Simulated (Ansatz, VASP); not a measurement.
## Two plane-wave programs on HfO2

File POSCAR:

```
HfO2
1.0
    3.5768243315      0.0000000000      0.0000000000
    0.0000000000      3.5768243315      0.0000000000
    0.0000000000      0.0000000000      5.2026739475
Hf O
2 4
Direct
    0.5000000000      0.4996095608      0.5000000000
    0.0000000000      0.0003904392      0.0000000000
    0.0000000000      0.5004723077      0.6961635355
    0.5000000000     -0.0004723077      0.8038364645
    0.5000000000      0.0125809925      0.3038364645
    0.0000000000      0.4874190075      0.1961635355
```

The input INCAR.step1:

```
SYSTEM = HfO2
ALGO = Normal
EDIFF = 1E-4
ENCUT = 520
GGA = PE
ISMEAR = 0
LASPH = .True.
LCHARG = .False.
LREAL = .False.
LWAVE = .True.
NBANDS = 31
NELM = 100
PREC = Accurate
SIGMA = 0.05
```

INCAR.step2

```
SYSTEM = HfO2
ALGO = Normal
EDIFF = 1E-6
ENCUT = 520
ISIF = 2
ISMEAR = 0
ISTART = 1
LASPH = .True.
LCHARG = .False.
LMIXTAU = .True.
LREAL = .False.
LWAVE = .False.
METAGGA = R2SCAN
NBANDS = 31
NELM = 100
PREC = Accurate
SIGMA = 0.05
```

KPOINTS

```
k-points
0
Gamma
  6 6 6
  0 0 0
```

Input for Ansatz:

```yaml
crystal:
  lattice:
    - [3.5768243315, 0.0, 0.0]
    - [0.0, 3.5768243315, 0.0]
    - [0.0, 0.0, 5.2026739475]
  atoms:
    - { symbol: Hf, position: [0.5, 0.4996095608, 0.5] }
    - { symbol: Hf, position: [0.0, 0.0003904392, 0.0] }
    - { symbol: O, position: [0.0, 0.5004723077, 0.6961635355] }
    - { symbol: O, position: [0.5, -0.0004723077, 0.8038364645] }
    - { symbol: O, position: [0.5, 0.0125809925, 0.3038364645] }
    - { symbol: O, position: [0.0, 0.4874190075, 0.1961635355] }
basis:
  ecutwfc: 500
kpoints:
  mp_grid: { grid: [6, 6, 6] }
hamiltonian:
  xc: r2scan
scf:
  occupations: { method: gaussian, width: 0.05 }
output:
  forces: true
  stress: true
  eigenvalues: true
```

Change from the starting cell: mode 17 (675.9 1/cm) frozen in, largest displacement +0.045 Å.

Alike in both runs: task single point; functional r2SCAN; k mesh 6 × 6 × 6; occupations gaussian, width 0.05 eV; no spin polarisation.

```csv
,VASP,Ansatz
version,VASP 6.6.1,Ansatz 0.2.0
potentials or method,"VASP PAW PBE potentials, release 64 (Hf_pv, O), cutoff 520 eV","scalar-relativistic, plane waves, PAW"
valence electrons in the cell,44,76
```

```csv
,VASP,Ansatz,Ansatz less VASP
gap on the k mesh at the Fermi level (eV),5.25,5.27,+0.022
least direct gap on the mesh (eV),5.32,5.34,+0.015
pressure (GPa),-3.2,0.3,+3.56
"traceless stress, the component that is largest in VASP (GPa)",2.08,2.20,+0.126
rms of the force components (eV/Å),0.424,0.428,+0.0048
```

VASP's potentials were made for PBE, not for r2SCAN. Atom by atom the forces differ by 0.032 eV/Å (rms over components). With one functional, cell and mesh, what is left measures potentials, basis and numerics. VASP's potentials hold 44 valence electrons a cell and Ansatz's 76, so a difference there can come from the potentials and not from the codes.

Neither program's run includes spin-orbit coupling.
